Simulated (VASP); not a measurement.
Write the native input for VASP 6.6.1 that does the following.

| Property | Result |
| --- | --- |
| Task | single point |
| Functional | PBE |
| Potentials or basis | VASP PAW PBE potentials, release 64 (In_d) |
| Cutoff | 520 eV |
| k mesh | 8 × 8 × 8 |
| Occupations | fermi-dirac, width 0.1 eV |
| Spin | no spin polarisation |
| Dipole correction | no |
| Further INCAR settings | ALGO = Normal; EDIFF = 1e-07; NBANDS = 12 |

The structure of In lies in POSCAR:

```
In
1.0
   -1.5826490435      1.5826490435      2.7586793078
    1.5826490435     -1.5826490435      2.7586793078
    1.5826490435      1.5826490435     -2.7586793078
In
1
Direct
    0.0000000000      0.0000000000      0.0000000000
```

One way to write it, as run:

INCAR

```
PREC = Accurate ; ENCUT = 520
EDIFF = 1E-7 ; ISMEAR = -1
SIGMA = 0.1 ; LREAL = F
LASPH = T ; NELM = 60
ALGO = Normal ; ISIF = 2
LWAVE = F ; LCHARG = F
GGA = PE ; NBANDS = 12
```

KPOINTS

```
Automatic mesh
0
Gamma
  8 8 8
```

Potentials or basis: VASP PAW PBE potentials, release 64 (In_d).

The run is started by

```sh
$ cat potpaw_PBE.64/In_d/POTCAR > POTCAR
$ mpirun -np 1 vasp_std > vasp.out
```

Results of the run:

```json
{
 "Pressure": "-0.2 GPa"
}
```

Run time: 10 s on 1 thread of Intel(R) Xeon(R) 6975P-C (Granite Rapids), on a shared host, peak memory 0.16 GiB.
